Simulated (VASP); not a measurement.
Wanted: the native input for a VASP 6.6.1 run.

* Task: single point
* Functional: PBEsol
* Dispersion: D4
* Potentials or basis: VASP PAW PBE potentials, release 64 (Fe)
* Cutoff: 520 eV
* k mesh: 13 × 13 × 13
* Occupations: fermi-dirac, width 0.05 eV
* Spin: collinear spin, ferromagnetic start
* Starting moments: [3.0] μB
* Dipole correction: no
* Further INCAR settings: ALGO = Normal; EDIFF = 1e-06; NBANDS = 14

The structure of Fe lies in POSCAR:

```
Fe
1.0
   -1.4619890197      1.4619890197      1.4619890197
    1.4619890197     -1.4619890197      1.4619890197
    1.4619890197      1.4619890197     -1.4619890197
Fe
1
Direct
    0.0000000000      0.0000000000      0.0000000000
```

One way to write it, as run:

INCAR

```
PREC = Accurate ; ENCUT = 520
EDIFF = 1E-6 ; ISMEAR = -1
SIGMA = 0.05 ; LREAL = False
LASPH = True ; NELM = 150
ALGO = Normal ; ISIF = 2
LWAVE = False ; LCHARG = True
ISPIN = 2 ; MAGMOM = 3
LORBIT = 11 ; LMAXMIX = 4
GGA = PS ; IVDW = 13
LELF = True ; LVHAR = True
NBANDS = 14
```

KPOINTS

```
regular mesh
0
Gamma
  13 13 13
```

Potentials or basis: VASP PAW PBE potentials, release 64 (Fe).

Command:

```sh
$ cat potpaw_PBE.64/Fe/POTCAR > POTCAR
$ mpirun -np 1 vasp_std > vasp.out
```

Results of the run:

* Pressure: -22.4 GPa
* Net moment: 2.44 μB per cell
* Site moments: Fe +2.44 μB
* Valence electrons inside the program's atomic spheres: Fe 7.09
* Dispersion energy per atom: -0.186 eV

Caveat: the PAW data sets were made with another functional, which shifts forces and pressure a little; pairwise dispersion overbinds metals, which lowers pressure and volume.

Wall time 24 s on 1 thread of Intel(R) Xeon(R) Platinum 8488C (Sapphire Rapids), with other jobs on the host, peak memory 0.15 GiB.
